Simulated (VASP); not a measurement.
The system is CoO.

```xyz
2
Lattice="1.5055 0.8692 2.4399 -1.5055 0.8692 2.4399 0.0000 -1.7384 2.4399" Properties=species:S:1:pos:R:3 pbc="T T T"
Co    0.0000    0.0000    0.0000
O     0.0000    0.0000    3.6599
```

- Program: VASP 6.6.1
- Task: relaxation of cell and atoms
- Functional: PBE
- Potentials or basis: VASP PAW PBE potentials, release 64 (Co, O)
- Cutoff: 600 eV
- k mesh: 11 × 11 × 11
- Occupations: fermi-dirac, width 0.05 eV
- Spin: collinear spin, ferromagnetic start
- Starting moments: [2.0, 0.0] μB

At the start: pressure -0.9 GPa; volume 9.58 Å³/atom.

Q: Where does the relaxation end?

A: Over 10 steps the energy falls by 3.0 meV/atom and the volume is 9.48 Å³/atom (-1.0 %); space group R-3m (No. 166, to 0.05 Å); moment 2.85 μB per cell.

Step by step:
```tsv
step	energy change (eV)	largest force (eV/Å)	pressure (GPa)	volume (Å³)
1	0.0000	0.0000	-0.86	19.16
2	-0.0002	0.0000	0.38	19.01
3	-0.0003	0.0000	0.05	19.05
4	-0.0003	0.0000	0.06	19.05
5	-0.0005	0.0000	0.07	19.05
6	-0.0011	0.0000	0.10	19.04
7	-0.0026	0.0000	0.13	19.03
8	-0.0055	0.0000	0.06	18.98
9	-0.0001	0.0000	-0.33	18.86
10	-0.0060	0.0000	0.02	18.96
```

Final structure:
```
Co O
1.0
     1.53765    0.88776    2.31536
    -1.53765    0.88776    2.31536
     0.00000   -1.77552    2.31536
Co O
1 1
Direct
  0.00000 0.00000 0.00000
  0.50000 0.50000 0.50000
```

Caveat: a cell with one magnetic atom can't hold antiferromagnetic order, which such compounds often take.
